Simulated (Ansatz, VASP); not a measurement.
**One calculation of Sn, two programs**

```
CELL_PARAMETERS angstrom
3.38662 0.00000 0.00000
-1.69331 2.93290 0.00000
0.00000 0.00000 5.58687
ATOMIC_POSITIONS crystal
Sn 0.33333 0.66667 0.25000
Sn 0.66667 0.33333 0.75000
```

Alike in both runs: functional PBE; k mesh 12 × 12 × 8; occupations gaussian, width 0.1 eV; no spin polarisation.

Ansatz relaxed the structure, and its values are those at the end. VASP's run is a single point on that final structure, the one shown.

```csv
,VASP,Ansatz
version,VASP 6.6.1,Ansatz 0.2.0
potentials or method,"VASP PAW PBE potentials, release 64 (Sn_d), cutoff 520 eV","scalar-relativistic, plane waves, PAW"
valence electrons in the cell,28,28
```

|  | VASP | Ansatz | Ansatz less VASP |
| --- | --- | --- | --- |
| gap on the k mesh at the Fermi level (eV) | none | none | - |
| pressure (GPa) | -0.1 | 0.0 | +0.09 |

A gap of «none» marks a metal or a gap that the smearing closes.
